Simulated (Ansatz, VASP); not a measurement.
One calculation of Pd, two programs

INCAR

```
SYSTEM = Pd
PREC = Accurate
ENCUT = 520
EDIFF = 1E-6
ISMEAR = -1
SIGMA = 0.1
LREAL = .FALSE.
LASPH = .TRUE.
NELM = 60
ALGO = Normal
ISIF = 2
LWAVE = .FALSE.
LCHARG = .TRUE.
GGA = CA
LELF = .TRUE.
LVHAR = .TRUE.
NBANDS = 11
```

File KPOINTS:

```
Automatic mesh
0
G
  23 23 23
  0 0 0
```

POSCAR

```
Pd
1.0
    0.0000000000      1.9710630590      1.9710630590
    1.9710630590      0.0000000000      1.9710630590
    1.9710630590      1.9710630590      0.0000000000
Pd
1
Direct
    0.0000000000      0.0000000000      0.0000000000
```

Input for Ansatz:

```yaml
crystal:
  lattice:
    - [0.0, 1.971063059, 1.971063059]
    - [1.971063059, 0.0, 1.971063059]
    - [1.971063059, 1.971063059, 0.0]
  atoms:
    - { symbol: Pd, position: [0.0, 0.0, 0.0] }
hamiltonian:
  xc: lda
  pseudopotentials:
    kind: paw
    azcp:
      Pd: "pseudopotentials/Pd.paw.azcp"
basis:
  ecutwfc: 420
  fft_grid_basis: typed
kpoints:
  mp_grid: { grid: [23, 23, 23], shift: [0, 0, 0] }
magnetization:
  spin_polarized: false
scf:
  occupations: { method: fermi_dirac, width: 0.1 }
output:
  stress: true
```

Alike in both runs: task single point; functional LDA; k mesh 23 × 23 × 23; occupations fermi-dirac, width 0.1 eV; no spin polarisation.

```csv
,VASP,Ansatz
version,VASP 6.6.1,Ansatz 0.2.0
potentials or method,"VASP PAW LDA potentials, release 64 (Pd), cutoff 520 eV","plane waves (420 eV) with PAW, scalar-relativistic"
valence electrons in the cell,10,18
```

Ansatz gave:

```
pressure (GPa) : -14.2
```

Question: What did VASP give for the same quantities?

Answer: Pressure (GPa): -14.0.

Ansatz warns that its potentials were made for another functional, while VASP's fit it. LDA's correlation is that of Perdew and Zunger in VASP and of Perdew and Wang (1992) in Ansatz. VASP's potentials hold 10 valence electrons a cell and Ansatz's 18, so a difference there can come from the potentials and not from the codes.
